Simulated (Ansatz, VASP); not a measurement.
## Two plane-wave programs on GaSb

```
Ga Sb
1.0
    -1.60571    2.59463    2.88279
     1.60571   -2.59463    2.88279
     1.60571    2.59463   -2.88279
Ga Sb
1 1
Direct
  0.00000 0.00000 0.00000
  0.50000 0.50000 0.00000
```

Alike in both runs: functional PBE; k mesh 16 × 16 × 16; occupations gaussian, width 0.1 eV; no spin polarisation.

Ansatz relaxed the structure, and its values are those at the end. VASP's run is a single point on that final structure, the one shown.

```csv
,VASP,Ansatz
version,VASP 6.6.1,Ansatz 0.2.0
potentials or method,"VASP PAW PBE potentials, release 64 (Ga_d, Sb), cutoff 520 eV","scalar-relativistic, plane waves, PAW"
valence electrons in the cell,18,28
```

```tsv
	VASP	Ansatz	Ansatz less VASP
gap on the k mesh at the Fermi level (eV)	none	none	-
pressure (GPa)	0.0	0.0	-0.01
```

A gap of «none» marks a metal or a gap that the smearing closes. With one functional, cell and mesh, what is left measures potentials, basis and numerics. VASP's potentials hold 18 valence electrons a cell and Ansatz's 28, so a difference there can come from the potentials and not from the codes.

Spin-orbit coupling is off throughout.
